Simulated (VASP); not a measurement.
# SrRe (Pm-3m) in VASP: further runs, part 2 of 2

VASP 6.6.1.

### Step 3. Single point, PBE (volume scaled by 1.040)

The input, INCAR:

```
PREC = Accurate ; ENCUT = 520
EDIFF = 1E-6 ; ISMEAR = 0
SIGMA = 0.05 ; LREAL = F
LASPH = T ; NELM = 80
ALGO = Fast ; ISIF = 2
LWAVE = F ; LCHARG = F
GGA = PE ; NBANDS = 16
```

The input, KPOINTS:

```
regular mesh
0
Gamma
  10 10 10
```

The input, POSCAR:

```
SrRe
1.0
    3.6859005637      0.0000000000      0.0000000000
    0.0000000000      3.6859005637      0.0000000000
    0.0000000000      0.0000000000      3.6859005637
Sr Re
1 1
Direct
    0.0000000000      0.0000000000      0.0000000000
    0.5000000000      0.5000000000      0.5000000000
```

Potentials or basis: VASP PAW PBE potentials, release 64 (Sr_sv, Re).

Launch:

```
> cat potpaw_PBE.64/Sr_sv/POTCAR potpaw_PBE.64/Re/POTCAR > POTCAR
> mpirun -np 1 vasp_std > vasp.out
```

OUTCAR:

```text
PREC = Accurate
   ENCUT = 520
   EDIFF = 1E-6
   ISMEAR = 0
   LREAL = F
   LASPH = T
   NELM = 80
   ISIF = 2
   GGA = PE

 ion  position               nearest neighbor table
   1  0.000  0.000  0.000-   2 3.19   2 3.19   2 3.19   2 3.19   2 3.19   2 3.19   2 3.19   2 3.19

   2  0.500  0.500  0.500-   1 3.19   1 3.19   1 3.19   1 3.19   1 3.19   1 3.19   1 3.19   1 3.19

  LATTYP: Found a simple cubic cell.
 ALAT       =     3.6859005637

  Lattice vectors:

 A1 = (   3.6859005637,   0.0000000000,   0.0000000000)
 A2 = (   0.0000000000,   3.6859005637,   0.0000000000)
 A3 = (   0.0000000000,   0.0000000000,   3.6859005637)

Analysis of symmetry for initial positions (statically):
=====================================================================
 Subroutine PRICEL returns:
 Original cell was already a primitive cell.

 Routine SETGRP: Setting up the symmetry group for a
 simple cubic supercell.

 Subroutine GETGRP returns: Found 48 space group operations
 (whereof 48 operations were pure point group operations)
 out of a pool of 48 trial point group operations.

The static configuration has the point symmetry O_h .

Analysis of symmetry for dynamics (positions and initial velocities):
=====================================================================
 Subroutine PRICEL returns:
 Original cell was already a primitive cell.

 Routine SETGRP: Setting up the symmetry group for a
 simple cubic supercell.

 Subroutine GETGRP returns: Found 48 space group operations
 (whereof 48 operations were pure point group operations)
 out of a pool of 48 trial point group operations.

The dynamic configuration has the point symmetry O_h .

 Subroutine INISYM returns: Found 48 space group operations
 (whereof 48 operations are pure point group operations),
 and found     1 'primitive' translations

----------------------------------------------------------------------------------------

                                     Primitive cell

  volume of cell :      50.0761

  direct lattice vectors                    reciprocal lattice vectors
     3.685900564  0.000000000  0.000000000     0.271304118  0.000000000  0.000000000
     0.000000000  3.685900564  0.000000000     0.000000000  0.271304118  0.000000000
     0.000000000  0.000000000  3.685900564     0.000000000  0.000000000  0.271304118

  length of vectors
     3.685900564  3.685900564  3.685900564     0.271304118  0.271304118  0.271304118

  position of ions in fractional coordinates (direct lattice)
     0.000000000  0.000000000  0.000000000
     0.500000000  0.500000000  0.500000000

  ion indices of the primitive-cell ions
   primitive index   ion index
                 1           1
                 2           2

----------------------------------------------------------------------------------------

 KPOINTS: regular mesh

Automatic generation of k-mesh.
 Grid dimensions read from file:
 generate k-points for:   10   10   10

 Generating k-lattice:

  Cartesian coordinates                     Fractional coordinates (reciprocal lattice)
     0.027130412  0.000000000  0.000000000     0.100000000  0.000000000  0.000000000
     0.000000000  0.027130412  0.000000000     0.000000000  0.100000000  0.000000000
     0.000000000  0.000000000  0.027130412     0.000000000  0.000000000  0.100000000

  Length of vectors
     0.027130412  0.027130412  0.027130412

  Shift w.r.t. Gamma in fractional coordinates (k-lattice)
     0.000000000  0.000000000  0.000000000

 Subroutine IBZKPT returns following result:
 ===========================================

 Found     56 irreducible k-points:

 Following reciprocal coordinates:
            Coordinates               Weight
  0.000000  0.000000  0.000000      1.000000
  0.100000  0.000000  0.000000      6.000000
  0.200000  0.000000  0.000000      6.000000
  0.300000  0.000000  0.000000      6.000000
  0.400000  0.000000  0.000000      6.000000
  0.500000  0.000000  0.000000      3.000000
[... 16 lines left out ...]
  0.200000  0.100000  0.100000     24.000000
  0.300000  0.100000  0.100000     24.000000
 [... further k-points ...]
   k-points           NKPTS =     56   k-points in BZ     NKDIM =     56   number of bands    NBANDS=     16
   number of dos      NEDOS =    301   number of ions     NIONS =      2
   total plane-waves  NPLWV =  21952
   dimension x,y,z NGX =    28 NGY =   28 NGZ =   28
   dimension x,y,z NGXF=    56 NGYF=   56 NGZF=   56
   ions per type =               1   1
   NGX,Y,Z   is equivalent  to a cutoff of  12.63, 12.63, 12.63 a.u.
   NGXF,Y,Z  is equivalent  to a cutoff of  25.26, 25.26, 25.26 a.u.
 SYSTEM =  unknown system
   PREC   = accura    normal or accurate (medium, high low for compatibility)
   ISTART =      0    job   : 0-new  1-cont  2-samecut
   ICHARG =      2    charge: 1-file 2-atom 10-const
   ISPIN  =      1    spin polarized calculation?
   LNONCOLLINEAR =      F non collinear calculations
   LSORBIT =      F    spin-orbit coupling
   LASPH  =      T    aspherical Exc in radial PAW
   ENCUT  =  520.0 eV  38.22 Ry    6.18 a.u.   6.85  6.85  6.85*2*pi/ulx,y,z
   NELM   =     80;   NELMIN=  2; NELMDL= -5     # of ELM steps
   EDIFF  = 0.1E-05   stopping-criterion for ELM
   LREAL  =      F    real-space projection
   EDIFFG = 0.1E-04   stopping-criterion for IOM
   NSW    =      0    number of steps for IOM
   IBRION =     -1    ionic relax: 0-MD 1-quasi-New 2-CG
   NFREE  =      0    steps in history (QN), initial steepest desc. (CG)
   ISIF   =      2    stress and relaxation
   ISYM   =      2    0-nonsym 1-usesym 2-fastsym
   POTIM  = 0.5000    time-step for ionic-motion
   TEBEG  =    0.0;   TEEND  =   0.0 temperature during run
   PSTRESS=    0.0 pullay stress
   NELECT =      17.0000    total number of electrons
   NUPDOWN=      -1.0000    fix difference up-down
   EMIN   =  10.00;   EMAX   =-10.00  energy-range for DOS
   EFERMI =   0.00;   METHOD = LEGACY
   ISMEAR =     0;   SIGMA  =   0.05  broadening in eV -4-tet -1-fermi 0-gaus
   EFERMI_NEDOS =   21; number of points for ismear=-14 and -15
   IALGO  =     68    algorithm
   IMIX   =      4    mixing-type and parameters
     AMIX     =   0.40;   BMIX     =  1.00
     AMIX_MAG =   1.60;   BMIX_MAG =  1.00
  volume/ion in A,a.u.               =      25.04       168.97
  Fermi-wavevector in a.u.,A,eV,Ry     =   1.142039  2.158140 17.745434  1.304253
  Thomas-Fermi vector in A             =   2.278738
   LORBIT       =      0    0 simple, 1 ext, 2 COOP (PROOUT), +10 PAW based schemes
   GGA     = PE    functional components
   LHFCALC =     F    Hartree Fock is set to
   AEXX    =    0.0000 exact exchange contribution
   IVDW    =     0    specifies the selected vdW correction
   LEPSILON=     F    determine dielectric tensor
   LRPA    =     F    only Hartree local field effects (RPA)
 non-spin polarized calculation
 RMM-DIIS sequential band-by-band and
 Gauss-broadening in eV      SIGMA  =   0.05
  energy-cutoff  :      520.00
  volume of cell :       50.08
 maximum number of plane-waves:      1376
 NGX is ok and might be reduce to    28
   NGX = 13   NGY = 13   NGZ = 13

 number of electron      17.0000001 magnetization

 Free energy of the ion-electron system (eV)
  ---------------------------------------------------
  ext. energy  EPLUGINS =         0.00000000
  ---------------------------------------------------
  free energy    TOTEN  =       -10.29659154 eV

  energy without entropy =      -10.29019109  energy(sigma->0) =      -10.29339131

 E-fermi :   3.3125     XC(G=0): -10.4879

 val. band max:        3.3085298242   @ k =   0.4000   0.2000   0.1000
 cond. band min:       3.3307597927   @ k =   0.3000   0.1000   0.0000
 fundamental gap:      0.0222299685
 Fermi energy:         3.3124984179

 k-point     1 :       0.0000    0.0000    0.0000
  band No.  band energies     occupation
      1     -30.4670      2.00000
      2     -12.4052      2.00000
      3     -12.4052      2.00000
      4     -12.4052      2.00000
      5      -1.7834      2.00000
      6       1.2311      2.00000
[... 8 lines left out ...]
     15      11.0340      0.00000
     16      11.7764      0.00000
[... 419 lines left out ...]
 k-point    24 :       0.3000    0.1000    0.1000
  band No.  band energies     occupation
      1     -30.4342      2.00000
      2     -12.7738      2.00000
      3     -12.4333      2.00000
      4     -12.4301      2.00000
      5      -0.1393      2.00000
      6       1.8359      2.00000
[... 8 lines left out ...]
     15      10.5822      0.00000
     16      11.7437      0.00000

 [... further k-points ...]
[... 5 lines left out ...]
  --------------------------------------------------------------------------------------
  -------------------------------------------------------------------------------------
  Total       -0.6331723     -0.6331723     -0.6331723      0.0000000      0.0000000      0.0000000
  in kB      -20.2582371    -20.2582371    -20.2582371      0.0000000      0.0000000      0.0000000
  external PRESSURE =     -20.2582371 kB  Pullay stress =       0.0000000 kB

 VOLUME and BASIS-vectors are now :
 -----------------------------------------------------------------------------
  energy-cutoff  :      520.00
  volume of cell :       50.08
      direct lattice vectors                 reciprocal lattice vectors
     3.685900564  0.000000000  0.000000000     0.271304118  0.000000000  0.000000000
     0.000000000  3.685900564  0.000000000     0.000000000  0.271304118  0.000000000
     0.000000000  0.000000000  3.685900564     0.000000000  0.000000000  0.271304118

 POSITION                                       TOTAL-FORCE (eV/Angst)
 -----------------------------------------------------------------------------------
      0.00000      0.00000      0.00000         0.000000      0.000000      0.000000
      1.84295      1.84295      1.84295         0.000000      0.000000      0.000000
 -----------------------------------------------------------------------------------
    total drift:                               -0.000000      0.000000      0.000000

  FREE ENERGIE OF THE ION-ELECTRON SYSTEM (eV)
  ---------------------------------------------------
  free  energy   TOTEN  =       -10.2965915405 eV

  energy  without entropy=      -10.2901910861  energy(sigma->0) =      -10.29339131
```

OSZICAR:

```text
N       E                     dE             d eps       ncg     rms          rms(c)
DAV:   1     0.538546752814E+02    0.53855E+02   -0.77963E+03  2704   0.108E+03
DAV:   2    -0.874985867122E+01   -0.62605E+02   -0.58531E+02  2848   0.263E+02
DAV:   3    -0.112209603495E+02   -0.24711E+01   -0.24129E+01  3120   0.424E+01
[... 25 lines left out ...]
RMM:  29    -0.102965865114E+02   -0.19346E-05   -0.21032E-05  1805   0.442E-02    0.185E-02
RMM:  30    -0.102965881835E+02   -0.16721E-05   -0.18080E-05  1749   0.449E-02    0.180E-02
RMM:  31    -0.102965894984E+02   -0.13148E-05   -0.14427E-05  1784   0.518E-02    0.183E-02
RMM:  32    -0.102965906308E+02   -0.11325E-05   -0.12367E-05  1696   0.411E-02    0.190E-02
RMM:  33    -0.102965915405E+02   -0.90965E-06   -0.97858E-06  1695   0.410E-02
   1 F= -.10296592E+02 E0= -.10293391E+02  d E =-.640045E-02
```

Wall time 41 s (1 thread of Intel Xeon 6975P-C (Granite Rapids), shared host); peak memory 0.19 GiB.

What came out:

```yaml
Free_energy: -10.2966 eV
Pressure: -2.0 GPa
```

Levels at points of the mesh, in eV from the Fermi level:
```
           k point  band 6  band 7  band 8  band 9  band 10  band 11
(0.00, 0.00, 0.00)   -2.08   -2.08    0.30    0.30     0.30     4.80
(0.50, 0.00, 0.00)   -1.28   -0.98    0.05    0.05     0.62     1.56
(0.50, 0.50, 0.00)   -1.93   -0.70   -0.70    1.38     1.51     2.41
(0.50, 0.50, 0.50)   -0.62   -0.62    0.60    0.60     0.60     1.44
```

Caveat: spin-orbit coupling is left out, which moves the levels of the heavy elements.

### Step 4. Single point, PBE (volume scaled by 1.070)

The input, INCAR:

```
PREC = Accurate ; ENCUT = 520
EDIFF = 1E-6 ; ISMEAR = 0
SIGMA = 0.05 ; LREAL = False
LASPH = True ; NELM = 100
ALGO = Normal ; ISIF = 2
LWAVE = False ; LCHARG = False
GGA = PE ; NBANDS = 16
```

KPOINTS is that of step 3.

The input, POSCAR:

```
SrRe
1.0
    3.7210064914      0.0000000000      0.0000000000
    0.0000000000      3.7210064914      0.0000000000
    0.0000000000      0.0000000000      3.7210064914
Sr Re
1 1
Direct
    0.0000000000      0.0000000000      0.0000000000
    0.5000000000      0.5000000000      0.5000000000
```

Launch:

```
> cat potpaw_PBE.64/Sr_sv/POTCAR potpaw_PBE.64/Re/POTCAR > POTCAR
> mpirun -np 1 vasp_std > vasp.out
```

Run time: 26 s. Hardware: 1 thread of Intel Xeon 6975P-C (Granite Rapids), shared host; peak memory 0.19 GiB.

The run converged. Its results:

* Free energy: -10.2719 eV
* Pressure: -3.4 GPa

Levels at points of the mesh, in eV from the Fermi level:
```
           k point  band 4  band 5  band 6  band 7  band 8  band 9  band 10  band 11  band 12  band 13
(0.00, 0.00, 0.00)  -15.79   -5.04   -1.98   -1.98    0.29    0.29     0.29     4.72     4.72     7.51
(0.50, 0.00, 0.00)  -15.76   -2.44   -1.21   -0.98    0.04    0.04     0.59     1.48     2.81     4.17
(0.50, 0.50, 0.00)  -15.71   -2.86   -1.88   -0.66   -0.66    1.33     1.43     2.29     2.29     5.33
(0.50, 0.50, 0.50)  -16.16   -0.63   -0.63   -0.63    0.62    0.62     0.62     1.38     1.38     2.59
```

Caveat: spin-orbit coupling is left out, which moves the levels of the heavy elements.

### Step 5. Single point, PBE (volume scaled by 1.100)

The input, INCAR:

```
SYSTEM = SrRe
ALGO = Normal ; EDIFF = 1E-6
ENCUT = 520 ; GGA = PE
ISIF = 2 ; ISMEAR = 0
LASPH = .TRUE. ; LCHARG = .FALSE.
LREAL = .FALSE. ; LWAVE = .FALSE.
NBANDS = 16 ; NELM = 100
PREC = Accurate ; SIGMA = 0.05
```

The input, KPOINTS:

```
k-points
0
G
  10 10 10
  0 0 0
```

The input, POSCAR:

```
SrRe
1.0
    3.7554622156      0.0000000000      0.0000000000
    0.0000000000      3.7554622156      0.0000000000
    0.0000000000      0.0000000000      3.7554622156
Sr Re
1 1
Direct
    0.0000000000      0.0000000000      0.0000000000
    0.5000000000      0.5000000000      0.5000000000
```

Launch:

```
> cat potpaw_PBE.64/Sr_sv/POTCAR potpaw_PBE.64/Re/POTCAR > POTCAR
> mpirun -np 1 vasp_std > vasp.out
```

Wall time 16 s (1 thread of Intel Xeon 6975P-C (Granite Rapids), shared host); peak memory 0.19 GiB.

It converged, with:

```yaml
Free_energy: -10.2355 eV
Pressure: -4.7 GPa
```

Levels at points of the mesh, in eV from the Fermi level:
```
           k point  band 5  band 6  band 7  band 8  band 9  band 10  band 11  band 12
(0.00, 0.00, 0.00)   -4.98   -1.89   -1.89    0.29    0.29     0.29     4.64     4.64
(0.50, 0.00, 0.00)   -2.46   -1.15   -0.99    0.03    0.03     0.57     1.41     2.83
(0.50, 0.50, 0.00)   -2.78   -1.82   -0.63   -0.63    1.28     1.37     2.19     2.19
(0.50, 0.50, 0.50)   -0.64   -0.64   -0.64    0.64    0.64     0.64     1.33     1.33
```

Caveat: spin-orbit coupling is left out, which moves the levels of the heavy elements.

### Step 6. Summary

```tsv
cell	gap on the mesh (eV)	pressure (GPa)
a = 3.662 Å, 2 atoms	none	-1.0
a = 3.686 Å, 2 atoms	none	-2.0
a = 3.721 Å, 2 atoms	none	-3.4
a = 3.755 Å, 2 atoms	none	-4.7
```

Alike in all rows: task single point; level PBE; potentials or basis VASP PAW PBE potentials, release 64 (Sr_sv, Re); no spin polarisation; k mesh 10 × 10 × 10; cutoff (eV) 520; smearing gaussian 0.05 eV.

Caveats: spin-orbit coupling is left out, which moves the levels of the heavy elements.

Absolute energies hang on the potentials; compare differences alone.
